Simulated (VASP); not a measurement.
SnGe5:

```xyz
6
Lattice="2.0985 -6.2955 0.0000 2.0985 6.2955 0.0000 0.0000 0.0000 4.7116" Properties=species:S:1:pos:R:3 pbc="T T T"
Sn    0.0000    0.0000    0.0000
Ge    2.0985    0.0000    2.3558
Ge    2.0985    2.0985    0.0000
Ge    2.0985    4.1970    2.3558
Ge    2.0985   -4.1970    2.3558
Ge    2.0985   -2.0985    0.0000
```

* Program: VASP 6.6.1
* Task: relaxation of cell and atoms
* Functional: PBE
* Potentials or basis: VASP PAW PBE potentials, release 64 (Sn_d, Ge_d)
* Cutoff: 600 eV
* k mesh: 4 × 4 × 4
* Occupations: gaussian, width 0.1 eV
* Spin: no spin polarisation

At the start: pressure 1.3 GPa; volume 20.75 Å³/atom.

**Question.** Where does the relaxation end?

**Answer.** Over 16 steps the energy falls by 24.6 meV/atom and the volume is 20.99 Å³/atom (+1.2 %); space group Cmmm (No. 65, to 0.1 Å) before and after.

Step by step:
```
step  energy change (eV)  largest force (eV/Å)  pressure (GPa)  volume (Å³)
   1              0.0000                0.4768            1.33       124.49
   2             -0.0528                0.3842           -0.31       127.60
   3             -0.0673                0.2896           -1.54       130.17
   4             -0.0991                0.2000           -1.53       129.64
   5             -0.1145                0.0975           -1.39       129.05
   6             -0.1158                0.0677           -1.36       128.85
   7             -0.1334                0.0539           -0.22       126.12
   8             -0.1346                0.0569            0.14       125.28
   9             -0.1346                0.0572            0.19       125.20
  10             -0.1379                0.0507            0.20       125.21
  11             -0.1432                0.0993            0.18       125.24
  12             -0.1450                0.0891           -0.08       125.83
  13             -0.1454                0.0710           -0.40       126.51
  14             -0.1455                0.0780           -0.32       126.28
  15             -0.1467                0.0542           -0.21       126.14
  16             -0.1476                0.0195           -0.16       125.94
```

Final structure:
```cif
data_structure
_symmetry_space_group_name_H-M 'P 1'
_symmetry_Int_Tables_number 1
_cell_length_a 6.8548
_cell_length_b 6.8548
_cell_length_c 4.7963
_cell_angle_alpha 90.000
_cell_angle_beta 90.000
_cell_angle_gamma 146.026
_cell_volume 125.94
loop_
_atom_site_label
_atom_site_type_symbol
_atom_site_fract_x
_atom_site_fract_y
_atom_site_fract_z
_atom_site_occupancy
Sn1 Sn 0.00000 0.00000 0.00000 1
Ge1 Ge 0.50000 0.50000 0.50000 1
Ge2 Ge 0.32250 0.67750 0.00000 1
Ge3 Ge 0.16831 0.83169 0.50000 1
Ge4 Ge 0.83169 0.16831 0.50000 1
Ge5 Ge 0.67750 0.32250 0.00000 1
```

Caveat: the k points lie up to 0.41 Å⁻¹ apart in the final cell, too coarse for converged energies and pressures of a metal.
